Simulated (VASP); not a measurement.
A run of VASP 6.6.1:

INCAR

```
AGGAC = 1.0 ; AGGAX = 1.0
ALDAC = 0.0 ; ALDAX = 1.0
ALGO = Normal ; EDIFF = 1E-6
ENCUT = 520 ; GGA = B5
ISIF = 2 ; ISMEAR = -1
LASPH = True ; LCHARG = True
LELF = True ; LREAL = False
LVHAR = True ; LWAVE = False
NBANDS = 36 ; NELM = 60
PREC = Accurate ; SIGMA = 0.1
```

Contents of KPOINTS:

```
k-points
0
Gamma
  12 12 3
```

File POSCAR:

```
Sn
1.0
    3.4120273432      0.0000000000      0.0000000000
   -1.7060136716      2.9549023576      0.0000000000
    0.0000000000      0.0000000000     11.2348607475
Sn
4
Direct
    0.0000000000      0.0000000000      1.0000000000
    0.0000000000      0.0000000000      0.5000000000
    0.3333333333      0.6666666667      0.2500000000
    0.6666666667      0.3333333333      0.7500000000
```

Potentials or basis: VASP PAW PBE potentials, release 64 (Sn_d).

Launch:

```bash
$ cat potpaw_PBE.64/Sn_d/POTCAR > POTCAR
$ mpirun -np 1 vasp_std > vasp.out
```

Hardware: 1 thread of Intel(R) Xeon(R) 6975P-C (Granite Rapids) (shared host).

Task: Estimate the wall time of this run.

Result: Wall time 79 s on 1 thread of Intel(R) Xeon(R) 6975P-C (Granite Rapids) (shared host), peak memory 0.29 GiB. Counts: scf iterations 12, k points 38.
